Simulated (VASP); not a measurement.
# Si24O49 (a cell with a defect) in VASP: a series of runs

Si24O49 (a cell with a defect) is run at these levels: PBEsol; tasks: single point.

Everything below comes from runs of VASP 6.6.1. Logs are shortened: lines on timing, memory, paths and dates and some standing lists are left out, and cuts for length are marked.

## 1. The cell of the first run

The cell holds a defect, 73 atoms: a = 9.902 Å, b = 9.902 Å, c = 10.886 Å, α = 90.00°, β = 90.00°, γ = 120.00°.

## 2. Single point, PBEsol

File INCAR:

```
SYSTEM = Si24O49
ALGO = Normal
EDIFF = 1E-6
ENCUT = 520
GGA = PS
GGA_COMPAT = .FALSE.
ISIF = 2
ISMEAR = -1
ISYM = -1
LASPH = .TRUE.
LCHARG = .FALSE.
LREAL = Auto
LWAVE = .FALSE.
NBANDS = 237
NELECT = 392.0
NELM = 120
PREC = Accurate
SIGMA = 0.05
```

File KPOINTS:

```
explicit points
1
Reciprocal
  0.25000000   0.25000000   0.25000000 1
```

File POSCAR:

```
Si24O49
1.0
    9.9016390000      0.0000000000      0.0000000000
   -4.9508190000      8.5750710000      0.0000000000
    0.0000000000      0.0000000000     10.8858800000
Si O
24 49
Direct
    0.2834870000      0.0313040000      0.1763700000
    0.2136020000      0.9776160000      0.6716060000
    0.2376020000      0.5034570000      0.1685340000
    0.2294300000      0.4768500000      0.6600560000
    0.7267130000      0.0064670000      0.1624560000
    0.7339110000      0.9926660000      0.6668050000
    0.7391840000      0.5175010000      0.1691170000
    0.7103010000      0.4796360000      0.6245150000
    0.0013980000      0.2300760000      0.3324500000
    0.9866410000      0.2279530000      0.8381260000
    0.0195220000      0.7544160000      0.3305470000
    0.9595400000      0.7042690000      0.8308770000
    0.5462760000      0.2870080000      0.3721290000
    0.4868580000      0.2364600000      0.8193800000
    0.5021780000      0.7415080000      0.3324840000
    0.4806630000      0.7251090000      0.8253720000
    0.2658330000      0.2703390000      0.9997150000
    0.2404040000      0.2238960000      0.5009280000
    0.2434560000      0.7606300000      0.9993520000
    0.2624580000      0.7555070000      0.5025680000
    0.7477540000      0.2687010000      0.9943230000
    0.7880220000      0.2693140000      0.5096430000
    0.7503800000      0.7688410000      0.9979150000
    0.7692460000      0.7672990000      0.4991950000
    0.2326540000      0.1472530000      0.1076430000
    0.1623150000      0.0954420000      0.6107460000
    0.2080400000      0.6361210000      0.1101090000
    0.2082820000      0.6138030000      0.5994630000
    0.6966820000      0.1362490000      0.0998730000
    0.7084540000      0.1280780000      0.6105470000
    0.7010310000      0.6446370000      0.1088160000
    0.7243510000      0.6558920000      0.6174260000
    0.4342270000      0.1214950000      0.2587930000
    0.3432050000      0.0661430000      0.7781710000
    0.3689360000      0.5767720000      0.2755320000
    0.3641940000      0.5570640000      0.7641550000
    0.8583940000      0.0788530000      0.2685990000
    0.8554900000      0.0614130000      0.7820200000
    0.9009150000      0.6093180000      0.2458500000
    0.8216390000      0.5487100000      0.7738020000
    0.3816440000      0.2086170000      0.4512180000
    0.4187530000      0.3096330000      0.9197240000
    0.4272340000      0.7968700000      0.4399840000
    0.3883250000      0.7816780000      0.9149150000
    0.9481790000      0.2874750000      0.4520680000
    0.9098480000      0.2975100000      0.9327220000
    0.9290300000      0.7970790000      0.4336320000
    0.9031340000      0.7936280000      0.9276410000
    0.1254140000      0.1836920000      0.3830420000
    0.1139920000      0.2010990000      0.9103000000
    0.1300120000      0.6984280000      0.3972950000
    0.0900060000      0.6865340000      0.9127180000
    0.6666520000      0.2176790000      0.3957440000
    0.6139030000      0.2056050000      0.8896810000
    0.6396570000      0.7207620000      0.3909510000
    0.6047820000      0.7032520000      0.9046970000
    0.0775800000      0.3670030000      0.2290850000
    0.0695400000      0.3508690000      0.7267700000
    0.1241850000      0.9074890000      0.2495880000
    0.0575430000      0.8337190000      0.7255600000
    0.5922160000      0.4062840000      0.2513720000
    0.5534130000      0.3454480000      0.7007580000
    0.5668770000      0.8688450000      0.2219860000
    0.5676410000      0.8547090000      0.7185130000
    0.2956830000      0.4337230000      0.0590930000
    0.2797980000      0.3930110000      0.5566540000
    0.2973730000      0.9278760000      0.0622830000
    0.2865900000      0.9101530000      0.5713480000
    0.7728850000      0.4266010000      0.0585640000
    0.8420010000      0.4268110000      0.5868350000
    0.7872060000      0.9350810000      0.0554880000
    0.8018370000      0.9334840000      0.5570480000
    0.6337860000      0.4371670000      0.4777950000
```

Potentials or basis: VASP PAW PBE potentials, release 64 (Si, O).

The run is started by

```bash
> cat potpaw_PBE.64/Si/POTCAR potpaw_PBE.64/O/POTCAR > POTCAR
> mpirun -np 1 vasp_std > vasp.out
```

OUTCAR:

```text
SYSTEM = Si24O49
   EDIFF = 1E-6
   ENCUT = 520
   GGA = PS
   ISIF = 2
   ISMEAR = -1
   ISYM = -1
   LASPH = .TRUE.
   LREAL = Auto
   NELECT = 392.0
   NELM = 120
   PREC = Accurate

 ion  position               nearest neighbor table
   1  0.283  0.031  0.176-  33 1.58  59 1.64  25 1.65  67 1.66  17 3.12
   2  0.214  0.978  0.672-  60 1.60  34 1.62  68 1.63  26 1.63  18 2.97  20 3.09  14 3.09  12 3.14

   3  0.238  0.503  0.169-  27 1.61  65 1.62  57 1.62  35 1.62  17 3.07  15 3.07   9 3.11  19 3.12

   4  0.229  0.477  0.660-  28 1.61  58 1.62  66 1.62  36 1.62  16 3.06  18 3.09  10 3.11  20 3.12
[... 9 lines left out ...]
   9  0.001  0.230  0.332-  49 1.61  45 1.61  37 1.62  57 1.63  18 3.02  22 3.03   3 3.11   5 3.11

  10  0.987  0.228  0.838-  50 1.62  58 1.62  46 1.62  38 1.62   6 3.06  21 3.10   4 3.11  17 3.12

  11  0.020  0.754  0.331-  59 1.61  39 1.61  47 1.62  51 1.62  20 3.04   7 3.13  24 3.14
  12  0.960  0.704  0.831-  40 1.59  60 1.63  48 1.64  52 1.65  23 3.05   2 3.14
  13  0.546  0.287  0.372-  41 1.65  53 1.67  61 1.67  73 1.73  33 1.90  22 2.90   7 3.06  18 3.10

  14  0.487  0.236  0.819-  62 1.60  54 1.63  42 1.63  34 1.63  17 3.08   2 3.09  21 3.09   8 3.14

  15  0.502  0.742  0.332-  55 1.61  43 1.62  35 1.62  63 1.62  20 3.07   5 3.07   3 3.07  24 3.11

  16  0.481  0.725  0.825-  56 1.60  44 1.62  36 1.62  64 1.62   4 3.06   6 3.11  23 3.11
  17  0.266  0.270  1.000-  25 1.60  42 1.62  65 1.63  50 1.63   3 3.07  14 3.08   1 3.12  10 3.12

  18  0.240  0.224  0.501-  41 1.58  49 1.63  26 1.63  66 1.63   2 2.97   9 3.02   4 3.09  13 3.10

  19  0.243  0.761  0.999-  67 1.62  52 1.62  44 1.63  27 1.63   3 3.12
  20  0.262  0.756  0.503-  68 1.61  51 1.62  28 1.62  43 1.62  11 3.04  15 3.07   2 3.09   4 3.12

  21  0.748  0.269  0.994-  69 1.61  54 1.62  29 1.62  46 1.63  14 3.09   5 3.10  10 3.10   7 3.15

  22  0.788  0.269  0.510-  70 1.61  53 1.62  45 1.63  30 1.64   8 2.85  13 2.90   9 3.03   6 3.04
[... 52 lines left out ...]
  72  0.802  0.933  0.557-   6 1.62  24 1.64
  73  0.634  0.437  0.478-   8 1.73  13 1.73

IMPORTANT INFORMATION: All symmetrisations will be switched off!
NOSYMM: (Re-)initialisation of all symmetry stuff for point group C_1.

----------------------------------------------------------------------------------------

                                     Primitive cell

  volume of cell :     924.2902

  direct lattice vectors                    reciprocal lattice vectors
     9.901639000  0.000000000  0.000000000     0.100993381  0.058308549  0.000000000
    -4.950819000  8.575071000  0.000000000     0.000000000  0.116617110  0.000000000
     0.000000000  0.000000000 10.885880000     0.000000000  0.000000000  0.091862119
[... 191 lines left out ...]
   ISYM   =     -1    0-nonsym 1-usesym 2-fastsym
   POTIM  = 0.5000    time-step for ionic-motion
   TEBEG  =    0.0;   TEEND  =   0.0 temperature during run
   PSTRESS=    0.0 pullay stress
   NELECT =     392.0000    total number of electrons
   NUPDOWN=      -1.0000    fix difference up-down
   EMIN   =  10.00;   EMAX   =-10.00  energy-range for DOS
   EFERMI =   0.00;   METHOD = LEGACY
   ISMEAR =    -1;   SIGMA  =   0.05  broadening in eV -4-tet -1-fermi 0-gaus
   EFERMI_NEDOS =   21; number of points for ismear=-14 and -15
   IALGO  =     38    algorithm
   IMIX   =      4    mixing-type and parameters
     AMIX     =   0.40;   BMIX     =  1.00
     AMIX_MAG =   1.60;   BMIX_MAG =  1.00
  volume/ion in A,a.u.               =      12.66        85.44
  Fermi-wavevector in a.u.,A,eV,Ry     =   1.229988  2.324340 20.583839  1.512870
  Thomas-Fermi vector in A             =   2.364854
   LORBIT       =      0    0 simple, 1 ext, 2 COOP (PROOUT), +10 PAW based schemes
   GGA     = PS    functional components
   LHFCALC =     F    Hartree Fock is set to
   AEXX    =    0.0000 exact exchange contribution
   IVDW    =     0    specifies the selected vdW correction
   LEPSILON=     F    determine dielectric tensor
   LRPA    =     F    only Hartree local field effects (RPA)
 non-spin polarized calculation
  energy-cutoff  :      520.00
  volume of cell :      924.29
 maximum number of plane-waves:     24895
 NGX is ok and might be reduce to    80
   NGX = 37   NGY = 37   NGZ = 41

 number of electron     391.9999990 magnetization

 Free energy of the ion-electron system (eV)
  ---------------------------------------------------
  ext. energy  EPLUGINS =         0.00000000
  ---------------------------------------------------
  free energy    TOTEN  =      -588.51855752 eV

  energy without entropy =     -588.51855752  energy(sigma->0) =     -588.51855752

 E-fermi :   3.9464     XC(G=0):  -9.4397

 val. band max:        2.7370733571   @ k =   0.2500   0.2500   0.2500
 cond. band min:       7.4185940744   @ k =   0.2500   0.2500   0.2500
 fundamental gap:      4.6815207173
 Fermi energy:         3.9464240733

 k-point     1 :       0.2500    0.2500    0.2500
  band No.  band energies     occupation
      1     -18.3285      2.00000
      2     -18.2582      2.00000
      3     -18.1605      2.00000
      4     -18.0837      2.00000
      5     -18.0085      2.00000
      6     -17.8650      2.00000
[... 200 lines left out ...]
    207       9.6586      0.00000
    208       9.7255      0.00000
 [bands above 208 left out]

------------------------ aborting loop because EDIFF is reached ----------------------------------------

  FORCE on cell =-STRESS in cart. coord.  units (eV):
  Direction    XX          YY          ZZ          XY          YZ          ZX
  --------------------------------------------------------------------------------------
  -------------------------------------------------------------------------------------
  Total       28.7418342     20.1537449     15.9889888     -4.3687924     -6.9075788     -1.0138250
  in kB       49.8214894     34.9347777     27.7155324     -7.5729246    -11.9736918     -1.7573782
  external PRESSURE =      37.4905999 kB  Pullay stress =       0.0000000 kB

 VOLUME and BASIS-vectors are now :
 -----------------------------------------------------------------------------
  energy-cutoff  :      520.00
  volume of cell :      924.29
      direct lattice vectors                 reciprocal lattice vectors
     9.901639000  0.000000000  0.000000000     0.100993381  0.058308549  0.000000000
    -4.950819000  8.575071000  0.000000000     0.000000000  0.116617110  0.000000000
     0.000000000  0.000000000 10.885880000     0.000000000  0.000000000  0.091862119

 POSITION                                       TOTAL-FORCE (eV/Angst)
 -----------------------------------------------------------------------------------
      2.65201      0.26843      1.91994        -0.059984     -0.029081     -0.048278
     -2.72499      8.38313      7.31102        -0.002289     -0.003300      0.002442
     -0.13988      4.31718      1.83464        -0.015258      0.004616      0.003966
     -0.08907      4.08902      7.18529        -0.018428     -0.006737     -0.002161
      7.16363      0.05545      1.76848        -0.020074      0.008745      0.009211
      2.35241      8.51218      7.25876        -0.013059     -0.021629      0.020925
[... 65 lines left out ...]
      3.31799      8.00469      6.06396         0.012016      0.018994     -0.024941
      4.11119      3.74874      5.20122        -0.000778      0.026196     -0.016150
 -----------------------------------------------------------------------------------
    total drift:                               -0.004301     -0.016877      0.005705

  FREE ENERGIE OF THE ION-ELECTRON SYSTEM (eV)
  ---------------------------------------------------
  free  energy   TOTEN  =      -588.5185575184 eV

  energy  without entropy=     -588.5185575183  energy(sigma->0) =     -588.51855752
```

Run time: 12 min. Hardware: 1 thread of Intel Xeon Platinum 8259CL at 2.50GHz (Skylake/Cascade Lake), shared host; peak memory 1 GiB.

Results:

- Free energy: -588.5186 eV
- Largest force: 0.146 eV/Å

Forces in eV/Å, atoms in the order of the input:
```
Si  -0.060 -0.029 -0.048
Si  -0.002 -0.003  0.002
Si  -0.015  0.005  0.004
Si  -0.018 -0.007 -0.002
Si  -0.020  0.009  0.009
Si  -0.013 -0.022  0.021
Si   0.011  0.008 -0.030
Si  -0.011  0.015  0.087
Si  -0.001 -0.012 -0.031
Si   0.000 -0.005  0.009
Si   0.003 -0.013 -0.003
Si   0.036  0.041  0.024
Si  -0.041 -0.058 -0.068
Si   0.012 -0.021  0.023
Si   0.005 -0.011 -0.008
Si  -0.001 -0.010  0.001
Si  -0.004  0.017 -0.010
Si  -0.026  0.007 -0.001
Si   0.008  0.004  0.002
Si   0.015  0.003  0.018
Si   0.003  0.013  0.000
Si   0.039 -0.026  0.020
Si  -0.016  0.014 -0.005
Si   0.015  0.032 -0.045
O    0.005 -0.019  0.028
O   -0.040  0.007  0.014
O   -0.015  0.017 -0.002
O   -0.009  0.011  0.004
O   -0.017  0.009 -0.002
O   -0.035  0.030 -0.004
O   -0.014  0.007  0.013
O   -0.009 -0.023  0.072
O    0.083  0.077  0.093
O    0.004 -0.013  0.019
O    0.004 -0.019  0.015
O    0.004 -0.021  0.008
O    0.002 -0.013  0.010
O   -0.003 -0.028  0.009
O    0.006 -0.009 -0.005
O   -0.058 -0.110 -0.061
O    0.070 -0.005 -0.014
O    0.021  0.015 -0.003
O    0.008  0.013  0.011
O   -0.003  0.005  0.005
O    0.004  0.015  0.027
O    0.009  0.014  0.003
O    0.000  0.004  0.012
O    0.041  0.008 -0.011
O    0.026 -0.016 -0.010
O    0.014 -0.007 -0.001
O    0.008 -0.021 -0.016
O   -0.021 -0.017 -0.016
O    0.007 -0.030 -0.053
O    0.003 -0.014 -0.012
O    0.028 -0.003  0.005
O    0.009 -0.005  0.006
O   -0.016 -0.013 -0.009
O   -0.009 -0.007 -0.013
O    0.007  0.026 -0.019
O   -0.009 -0.026  0.005
O   -0.039 -0.043  0.032
O    0.001  0.034 -0.051
O   -0.018 -0.010 -0.011
O   -0.007 -0.002 -0.019
O    0.007  0.015 -0.014
O    0.016  0.000 -0.018
O   -0.011  0.037  0.015
O   -0.002  0.019  0.001
O   -0.009  0.023  0.006
O    0.022  0.076  0.032
O    0.007  0.017 -0.007
O    0.012  0.019 -0.025
O   -0.001  0.026 -0.016
```

Caveat: the cell carries a net charge on a neutralising background, which shifts energy and pressure; the cell is charged against a uniform background, so pressure and absolute levels hang on convention; the PAW data sets were made with another functional, which shifts forces and pressure a little.

[end of part 1 of 2]
